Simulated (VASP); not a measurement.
# N (P6_3/mmc) in VASP: further runs

The runs below take N through single point, with PBEsol.

All numbers are computed with VASP 6.6.1; they aren't measurements. Logs are shortened: lines on timing, memory, paths and dates and some standing lists are left out, and cuts for length are marked.

## 1. The cell of the first run

The structure is hexagonal, space group P6_3/mmc (No. 194). Conventional cell: a = 3.834 Å, b = 3.834 Å, c = 7.566 Å, α = 90.00°, β = 90.00°, γ = 120.00°. Within 1.6 Å of N (site symmetry 3m) lie 1 N at 1.19 Å.

## 2. Single point, PBEsol (strain -0.080 along x and y, +0.080 along z)

INCAR

```
SYSTEM = N
PREC = Accurate ; ENCUT = 520
EDIFF = 1E-6 ; ISMEAR = 0
SIGMA = 0.05 ; LREAL = .FALSE.
LASPH = .TRUE. ; NELM = 80
ALGO = Normal ; ISIF = 2
LWAVE = .FALSE. ; LCHARG = .FALSE.
GGA = PS ; NBANDS = 18
```

KPOINTS

```
Automatic mesh
0
G
  6 6 4
  0 0 0
```

POSCAR

```
N
1.0
    3.8338541858      0.0000000000      0.0000000000
   -1.9169270929      3.3202151193      0.0000000000
    0.0000000000      0.0000000000      7.5664837908
N
4
Direct
    0.3333333333      0.6666666667      0.3289300400
    0.3333333333      0.6666666667      0.1710699600
    0.6666666667      0.3333333333      0.8289300400
    0.6666666667      0.3333333333      0.6710699600
```

Potentials or basis: VASP PAW PBE potentials, release 64 (N).

Started as:

```bash
> cat potpaw_PBE.64/N/POTCAR > POTCAR
> mpirun -np 1 vasp_std > vasp.out
```

OUTCAR:

```text
SYSTEM = N
   PREC = Accurate
   ENCUT = 520
   EDIFF = 1E-6
   ISMEAR = 0
   LREAL = .FALSE.
   LASPH = .TRUE.
   NELM = 80
   ISIF = 2
   GGA = PS

 ion  position               nearest neighbor table
   1  0.333  0.667  0.329-   2 1.19
   2  0.333  0.667  0.171-   1 1.19
   3  0.667  0.333  0.829-   4 1.19
   4  0.667  0.333  0.671-   3 1.19

  LATTYP: Found a hexagonal cell.
 ALAT       =     3.8338541858
 C/A-ratio  =     1.9735971751

  Lattice vectors:

 A1 = (   3.8338541858,   0.0000000000,   0.0000000000)
 A2 = (  -1.9169270929,   3.3202151193,   0.0000000000)
 A3 = (   0.0000000000,   0.0000000000,   7.5664837908)

Analysis of symmetry for initial positions (statically):
[... 10 lines left out ...]

The static configuration has the point symmetry D_3d.
 The point group associated with its full space group is D_6h.

Analysis of symmetry for dynamics (positions and initial velocities):
[... 10 lines left out ...]

The dynamic configuration has the point symmetry D_3d.
 The point group associated with its full space group is D_6h.

 Subroutine INISYM returns: Found 24 space group operations
[... 5 lines left out ...]
                                     Primitive cell

  volume of cell :      96.3154

  direct lattice vectors                    reciprocal lattice vectors
     3.833854186  0.000000000  0.000000000     0.260834124  0.150592652  0.000000000
    -1.916927093  3.320215119  0.000000000     0.000000000  0.301185304  0.000000000
     0.000000000  0.000000000  7.566483791     0.000000000  0.000000000  0.132161784

  length of vectors
     3.833854186  3.833854186  7.566483791     0.301185304  0.301185304  0.132161784

  position of ions in fractional coordinates (direct lattice)
     0.333333333  0.666666667  0.328930040
     0.333333333  0.666666667  0.171069960
     0.666666667  0.333333333  0.828930040
     0.666666667  0.333333333  0.671069960

  ion indices of the primitive-cell ions
   primitive index   ion index
                 1           1
                 2           2
                 3           3
                 4           4

----------------------------------------------------------------------------------------

 KPOINTS: Automatic mesh

Automatic generation of k-mesh.
 Grid dimensions read from file:
 generate k-points for:    6    6    4

 Generating k-lattice:

  Cartesian coordinates                     Fractional coordinates (reciprocal lattice)
     0.043472354  0.025098775  0.000000000     0.166666667  0.000000000  0.000000000
     0.000000000  0.050197551  0.000000000     0.000000000  0.166666667  0.000000000
     0.000000000  0.000000000  0.033040446     0.000000000  0.000000000  0.250000000

  Length of vectors
     0.050197551  0.050197551  0.033040446

  Shift w.r.t. Gamma in fractional coordinates (k-lattice)
     0.000000000  0.000000000  0.000000000

 Subroutine IBZKPT returns following result:
 ===========================================

 Found     21 irreducible k-points:

 Following reciprocal coordinates:
            Coordinates               Weight
  0.000000  0.000000  0.000000      1.000000
  0.166667 -0.000000  0.000000      6.000000
  0.333333 -0.000000  0.000000      6.000000
  0.500000  0.000000  0.000000      3.000000
  0.166667  0.166667  0.000000      6.000000
  0.333333  0.166667  0.000000     12.000000
[... 13 lines left out ...]
  0.333333  0.166667  0.500000     12.000000
  0.333333  0.333333  0.500000      2.000000
   k-points           NKPTS =     21   k-points in BZ     NKDIM =     21   number of bands    NBANDS=     18
   number of dos      NEDOS =    301   number of ions     NIONS =      4
   total plane-waves  NPLWV =  50400
   dimension x,y,z NGX =    30 NGY =   30 NGZ =   56
   dimension x,y,z NGXF=    60 NGYF=   60 NGZF=  112
   ions per type =               4
   NGX,Y,Z   is equivalent  to a cutoff of  13.01, 13.01, 12.30 a.u.
   NGXF,Y,Z  is equivalent  to a cutoff of  26.02, 26.02, 24.61 a.u.
 SYSTEM =  N
   PREC   = accura    normal or accurate (medium, high low for compatibility)
   ISTART =      0    job   : 0-new  1-cont  2-samecut
   ICHARG =      2    charge: 1-file 2-atom 10-const
   ISPIN  =      1    spin polarized calculation?
   LNONCOLLINEAR =      F non collinear calculations
   LSORBIT =      F    spin-orbit coupling
   LASPH  =      T    aspherical Exc in radial PAW
   ENCUT  =  520.0 eV  38.22 Ry    6.18 a.u.   7.13  7.13 14.07*2*pi/ulx,y,z
   NELM   =     80;   NELMIN=  2; NELMDL= -5     # of ELM steps
   EDIFF  = 0.1E-05   stopping-criterion for ELM
   LREAL  =      F    real-space projection
   EDIFFG = 0.1E-04   stopping-criterion for IOM
   NSW    =      0    number of steps for IOM
   IBRION =     -1    ionic relax: 0-MD 1-quasi-New 2-CG
   NFREE  =      0    steps in history (QN), initial steepest desc. (CG)
   ISIF   =      2    stress and relaxation
   ISYM   =      2    0-nonsym 1-usesym 2-fastsym
   POTIM  = 0.5000    time-step for ionic-motion
   TEBEG  =    0.0;   TEEND  =   0.0 temperature during run
   PSTRESS=    0.0 pullay stress
   NELECT =      20.0000    total number of electrons
   NUPDOWN=      -1.0000    fix difference up-down
   EMIN   =  10.00;   EMAX   =-10.00  energy-range for DOS
   EFERMI =   0.00;   METHOD = LEGACY
   ISMEAR =     0;   SIGMA  =   0.05  broadening in eV -4-tet -1-fermi 0-gaus
   EFERMI_NEDOS =   21; number of points for ismear=-14 and -15
   IALGO  =     38    algorithm
   IMIX   =      4    mixing-type and parameters
     AMIX     =   0.40;   BMIX     =  1.00
     AMIX_MAG =   1.60;   BMIX_MAG =  1.00
  volume/ion in A,a.u.               =      24.08       162.49
  Fermi-wavevector in a.u.,A,eV,Ry     =   0.969437  1.831970 12.786861  0.939808
  Thomas-Fermi vector in A             =   2.099489
   LORBIT       =      0    0 simple, 1 ext, 2 COOP (PROOUT), +10 PAW based schemes
   GGA     = PS    functional components
   LHFCALC =     F    Hartree Fock is set to
   AEXX    =    0.0000 exact exchange contribution
   IVDW    =     0    specifies the selected vdW correction
   LEPSILON=     F    determine dielectric tensor
   LRPA    =     F    only Hartree local field effects (RPA)
 non-spin polarized calculation
 Gauss-broadening in eV      SIGMA  =   0.05
  energy-cutoff  :      520.00
  volume of cell :       96.32
 maximum number of plane-waves:      2643
 NGX is ok and might be reduce to    30
   NGX = 15   NGY = 15   NGZ = 29

 number of electron      19.9999998 magnetization

 Free energy of the ion-electron system (eV)
  ---------------------------------------------------
  ext. energy  EPLUGINS =         0.00000000
  ---------------------------------------------------
  free energy    TOTEN  =       -33.27444305 eV

  energy without entropy =      -33.27444305  energy(sigma->0) =      -33.27444305

 E-fermi :  -6.0728     XC(G=0):  -6.2846

 val. band max:       -6.3597018013   @ k =   0.0000   0.0000   0.0000
 cond. band min:      -0.2990416868   @ k =   0.5000   0.0000   0.0000
 fundamental gap:      6.0606601145
 Fermi energy:        -6.0728098473

 k-point     1 :       0.0000    0.0000    0.0000
  band No.  band energies     occupation
      1     -23.6140      2.00000
      2     -23.5853      2.00000
      3     -11.1402      2.00000
      4     -10.4410      2.00000
      5      -7.4811      2.00000
      6      -7.4006      2.00000
[... 10 lines left out ...]
     17       5.7566      0.00000
     18      10.4383      0.00000

 k-point     2 :       0.1667   -0.0000    0.0000
  band No.  band energies     occupation
      1     -23.6010      2.00000
      2     -23.5757      2.00000
      3     -11.0684      2.00000
      4     -10.4505      2.00000
      5      -7.6883      2.00000
      6      -7.5404      2.00000
[... 10 lines left out ...]
     17       6.2351      0.00000
     18       9.5574      0.00000

 k-point     3 :       0.3333   -0.0000    0.0000
  band No.  band energies     occupation
      1     -23.5740      2.00000
      2     -23.5576      2.00000
      3     -10.8970      2.00000
      4     -10.4947      2.00000
      5      -7.9267      2.00000
      6      -7.7987      2.00000
[... 10 lines left out ...]
     17       7.3669      0.00000
     18       7.7475      0.00000

 k-point     4 :       0.5000    0.0000    0.0000
  band No.  band energies     occupation
      1     -23.5591      2.00000
      2     -23.5501      2.00000
      3     -10.7735      2.00000
      4     -10.5531      2.00000
      5      -8.0219      2.00000
      6      -7.9230      2.00000
[... 10 lines left out ...]
     17       7.0124      0.00000
     18       8.0303      0.00000

 k-point     5 :       0.1667    0.1667    0.0000
  band No.  band energies     occupation
      1     -23.5809      2.00000
      2     -23.5619      2.00000
      3     -10.9457      2.00000
      4     -10.4780      2.00000
      5      -7.8534      2.00000
      6      -7.7114      2.00000
[... 10 lines left out ...]
     17       7.0283      0.00000
     18       8.2797      0.00000

 k-point     6 :       0.3333    0.1667    0.0000
  band No.  band energies     occupation
      1     -23.5592      2.00000
      2     -23.5499      2.00000
      3     -10.7778      2.00000
      4     -10.5487      2.00000
      5      -7.9581      2.00000
      6      -7.8549      2.00000
[... 244 lines left out ...]
 k-point    18 :       0.5000    0.0000    0.5000
  band No.  band energies     occupation
      1     -23.5546      2.00000
      2     -23.5546      2.00000
      3     -10.6735      2.00000
      4     -10.6735      2.00000
      5      -7.9239      2.00000
      6      -7.9239      2.00000
[... 10 lines left out ...]
     17       6.7370      0.00000
     18       6.7370      0.00000

 k-point    19 :       0.1667    0.1667    0.5000
  band No.  band energies     occupation
      1     -23.5714      2.00000
      2     -23.5714      2.00000
      3     -10.7350      2.00000
      4     -10.7350      2.00000
      5      -7.7186      2.00000
      6      -7.7186      2.00000
[... 10 lines left out ...]
     17       8.4540      0.00000
     18       8.4540      0.00000

 k-point    20 :       0.3333    0.1667    0.5000
  band No.  band energies     occupation
      1     -23.5546      2.00000
      2     -23.5546      2.00000
      3     -10.6735      2.00000
      4     -10.6735      2.00000
      5      -7.8574      2.00000
      6      -7.8574      2.00000
[... 10 lines left out ...]
     17       7.3088      0.00000
     18       7.3088      0.00000

 k-point    21 :       0.3333    0.3333    0.5000
  band No.  band energies     occupation
      1     -23.5489      2.00000
      2     -23.5489      2.00000
      3     -10.6527      2.00000
      4     -10.6527      2.00000
      5      -7.7618      2.00000
      6      -7.7618      2.00000
[... 10 lines left out ...]
     17       6.8785      0.00000
     18       6.8785      0.00000

------------------------ aborting loop because EDIFF is reached ----------------------------------------

  FORCE on cell =-STRESS in cart. coord.  units (eV):
  Direction    XX          YY          ZZ          XY          YZ          ZX
  --------------------------------------------------------------------------------------
  -------------------------------------------------------------------------------------
  Total        0.1252686      0.1252686    -21.9048581      0.0000000     -0.0000000      0.0000000
  in kB        2.0838043      2.0838043   -364.3804819      0.0000000     -0.0000000      0.0000000
  external PRESSURE =    -120.0709577 kB  Pullay stress =       0.0000000 kB

 VOLUME and BASIS-vectors are now :
 -----------------------------------------------------------------------------
  energy-cutoff  :      520.00
  volume of cell :       96.32
      direct lattice vectors                 reciprocal lattice vectors
     3.833854186  0.000000000  0.000000000     0.260834124  0.150592652  0.000000000
    -1.916927093  3.320215119  0.000000000     0.000000000  0.301185304  0.000000000
     0.000000000  0.000000000  7.566483791     0.000000000  0.000000000  0.132161784

 POSITION                                       TOTAL-FORCE (eV/Angst)
 -----------------------------------------------------------------------------------
     -0.00000      2.21348      2.48884        -0.000000     -0.000000     -9.200539
     -0.00000      2.21348      1.29440        -0.000000      0.000000      9.200539
      1.91693      1.10674      6.27209         0.000000     -0.000000     -9.200539
      1.91693      1.10674      5.07764         0.000000     -0.000000      9.200539
 -----------------------------------------------------------------------------------
    total drift:                               -0.000000      0.000000     -0.000000

  FREE ENERGIE OF THE ION-ELECTRON SYSTEM (eV)
  ---------------------------------------------------
  free  energy   TOTEN  =       -33.2744430547 eV

  energy  without entropy=      -33.2744430547  energy(sigma->0) =      -33.27444305
```

It took 14 s on 1 thread of AMD EPYC 9R45 (Zen 5), shared host; peak memory 0.17 GiB.

Results:

| Quantity | Value |
| --- | --- |
| Free energy | -33.2744 eV |
| Pressure | -12.0 GPa |
| Largest force | 9.201 eV/Å |
| Band gap on the k mesh | 6.06 eV, indirect (least direct gap 6.20 eV) |

Forces in eV/Å, atoms in the order of the input:
```
N    0.000  0.000 -9.201
N    0.000  0.000  9.201
N    0.000  0.000 -9.201
N    0.000  0.000  9.201
```

Caveat: the cell differs from its parent crystal (strain -0.080 along x and y, +0.080 along z); the standard files for N, O and F lose accuracy on very short bonds; the PAW data sets were made with another functional, which shifts forces and pressure a little.

(Part 1 of 2 ends here.)
